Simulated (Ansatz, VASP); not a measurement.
**Two plane-wave programs on Ta2NbO3**

```
CELL_PARAMETERS angstrom
5.16321 0.00000 0.00000
-2.58161 4.47147 0.00000
0.00000 0.00000 3.06327
ATOMIC_POSITIONS crystal
Ta 0.33333 0.66667 0.00000
Ta 0.66667 0.33333 0.00000
Nb 0.00000 0.00000 0.00000
O 0.50000 0.00000 0.50000
O 0.50000 0.50000 0.50000
O 0.00000 0.50000 0.50000
```

Change from the starting cell: species swapped into the DyCo3B2 type (P6/mmm, No. 191).

Alike in both runs: task relaxation of cell and atoms; functional PBE; k mesh 6 × 6 × 6; occupations gaussian, width 0.1 eV; no spin polarisation.

|  | VASP | Ansatz |
| --- | --- | --- |
| version | VASP 6.6.1 | Ansatz 0.2.0 |
| potentials or method | VASP PAW PBE potentials, release 64 (Ta_pv, Nb_sv, O), cutoff 600 eV | scalar-relativistic, plane waves, PAW |
| valence electrons in the cell | 53 | 57 |

```csv
,VASP,Ansatz,Ansatz less VASP
"gap on the k mesh at the Fermi level, each at its own relaxed structure (eV)",none,none,-
relaxed volume (Å³/atom),12.32,12.28,-0.031
relaxed length of the cell vector where the two differ most in proportion (Å),3.214,3.208,-0.0060
```

A gap of «none» marks a metal or a gap that the smearing closes. VASP's potentials hold 53 valence electrons a cell and Ansatz's 57, so a difference there can come from the potentials and not from the codes.

Spin-orbit coupling is off throughout.
